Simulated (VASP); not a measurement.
Here is a VASP 6.6.1 calculation.

File INCAR:

```
SYSTEM = Sc
ALGO = Normal
EDIFF = 1E-6
ENCUT = 520
GGA = PE
ISIF = 2
ISMEAR = 0
LASPH = .True.
LCHARG = .False.
LREAL = .False.
LWAVE = .False.
NBANDS = 18
NELM = 60
PREC = Accurate
SIGMA = 0.1
```

File KPOINTS:

```
k-points
0
Gamma
  6 6 6
  0 0 0
```

The input POSCAR:

```
Sc
1.0
    1.6292727284      0.9406610484      5.3693615988
   -1.6292727284      0.9406610484      5.3693615988
    0.0000000000     -1.8813220967      5.3693615988
Sc
2
Direct
    0.2499922308      0.2499922308      0.2499922308
    0.7500077692      0.7500077692      0.7500077692
```

Potentials or basis: VASP PAW PBE potentials, release 64 (Sc_sv).

Run with:

```bash
$ cat potpaw_PBE.64/Sc_sv/POTCAR > POTCAR
$ mpirun -np 1 vasp_std > vasp.out
```

Question: What does it give for the band gap on the k mesh?

Answer: Zero (band 11 reaches 4.43 eV, above the bottom of band 12 at 3.41 eV).

Question: Predict the pressure.

Answer: 0.0 GPa.

Stress tensor (GPa, compression positive):
```
 0.06  0.00  0.00
 0.00  0.06  0.00
 0.00  0.00 -0.13
```

Caveat: the k points lie up to 0.38 Å⁻¹ apart.
